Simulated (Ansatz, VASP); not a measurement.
Two plane-wave programs on Be2H3

```
Be H
1.0
     5.77213    0.00000    0.00000
     0.00000    5.77213    0.00000
     0.00000    0.00000    2.31588
Be H
4 6
Direct
  0.27516 0.00000 0.50000
  0.72484 0.00000 0.50000
  0.00000 0.27516 0.50000
  0.00000 0.72484 0.50000
  0.00000 0.50000 0.00000
  0.50000 0.00000 0.00000
  0.81642 0.50000 0.00000
  0.18358 0.50000 0.00000
  0.50000 0.81642 0.00000
  0.50000 0.18358 0.00000
```

Alike in both runs: functional PBE; k mesh 8 × 8 × 14; occupations gaussian, width 0.1 eV; no spin polarisation.

Ansatz relaxed the structure, and its values are those at the end. VASP's run is a single point on that final structure, the one shown.

|  | VASP | Ansatz |
| --- | --- | --- |
| version | VASP 6.6.1 | Ansatz 0.2.0 |
| potentials or method | VASP PAW PBE potentials, release 64 (Be, H), cutoff 520 eV | scalar-relativistic, plane waves, PAW |
| valence electrons in the cell | 14 | 14 |

VASP gave:

```
gap on the k mesh at the Fermi level (eV) : none
pressure (GPa)                            : -0.1
```

Q: Estimate Ansatz's values.

A: gap on the k mesh at the Fermi level (eV): none; pressure (GPa): 0.0.

A gap of «none» marks a metal or a gap that the smearing closes. With one functional, cell and mesh, what is left measures potentials, basis and numerics.
